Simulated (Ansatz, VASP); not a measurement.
**One calculation of Ti3Al7, two programs**

File POSCAR:

```
Ti3Al7
1.0
    3.8240007103      0.0000000000      0.0000000000
    0.0000000000      3.8240007103      0.0000000000
    0.0000000000      0.0000000000     23.5638300741
Ti Al
3 7
Direct
    0.5000000000      0.5000000000      0.3182844205
    0.0000000000      0.0000000000      0.5000000000
    0.5000000000      0.5000000000      0.6817155795
    0.0000000000      0.0000000000      0.3182844205
    0.0000000000      0.5000000000      0.4091422103
    0.5000000000      0.0000000000      0.4091422103
    0.5000000000      0.5000000000      0.5000000000
    0.5000000000      0.0000000000      0.5908577897
    0.0000000000      0.5000000000      0.5908577897
    0.0000000000      0.0000000000      0.6817155795
```

INCAR.step1

```
ALGO = Normal
DIPOL = 0.5 0.5 0.500
EDIFF = 1E-4
ENCUT = 520
GGA = PE
IDIPOL = 3
ISMEAR = 0
LASPH = T
LCHARG = F
LDIPOL = T
LREAL = F
LWAVE = T
NBANDS = 40
NELM = 80
PREC = Accurate
SIGMA = 0.1
```

File INCAR.step2:

```
ALGO = Normal
DIPOL = 0.5 0.5 0.500
EDIFF = 1E-6
ENCUT = 520
IDIPOL = 3
ISIF = 2
ISMEAR = 0
ISTART = 1
LASPH = T
LCHARG = F
LDIPOL = T
LMIXTAU = T
LREAL = F
LWAVE = F
METAGGA = R2SCAN
NBANDS = 40
NELM = 80
PREC = Accurate
SIGMA = 0.1
```

Contents of KPOINTS:

```
k-points
0
Gamma
  9 9 1
```

Input for Ansatz:

```yaml
crystal:
  lattice:
    - [3.8240007103, 0.0, 0.0]
    - [0.0, 3.8240007103, 0.0]
    - [0.0, 0.0, 23.5638300741]
  atoms:
    - { symbol: Ti, position: [0.5, 0.5, 0.3182844205] }
    - { symbol: Al, position: [0.0, 0.0, 0.3182844205] }
    - { symbol: Al, position: [0.0, 0.5, 0.4091422103] }
    - { symbol: Al, position: [0.5, 0.0, 0.4091422103] }
    - { symbol: Ti, position: [0.0, 0.0, 0.5] }
    - { symbol: Al, position: [0.5, 0.5, 0.5] }
    - { symbol: Al, position: [0.5, 0.0, 0.5908577897] }
    - { symbol: Al, position: [0.0, 0.5, 0.5908577897] }
    - { symbol: Ti, position: [0.5, 0.5, 0.6817155795] }
    - { symbol: Al, position: [0.0, 0.0, 0.6817155795] }
basis:
  ecutwfc: 500
kpoints:
  mp_grid: { grid: [9, 9, 1] }
hamiltonian:
  xc: r2scan
scf:
  occupations: { method: gaussian, width: 0.1 }
output:
  forces: true
  stress: true
  eigenvalues: true
efield:
  axis: 3
  dipole_correction: true
  ramp_width: 0.04
```

Alike in both runs: task single point; functional r2SCAN; k mesh 9 × 9 × 1; occupations gaussian, width 0.1 eV; no spin polarisation.

```csv
,VASP,Ansatz
version,VASP 6.6.1,Ansatz 0.2.0
potentials or method,"VASP PAW PBE potentials, release 64 (Ti_sv, Al), cutoff 520 eV","scalar-relativistic, plane waves, PAW"
valence electrons in the cell,57,57
```

```csv
,VASP,Ansatz,Ansatz less VASP
gap on the k mesh at the Fermi level (eV),none,none,-
rms of the force components (eV/Å),0.077,0.080,+0.0030
```

VASP's potentials were made for PBE, not for r2SCAN. A gap of «none» marks a metal or a gap that the smearing closes. With one functional, cell and mesh, what is left measures potentials, basis and numerics.
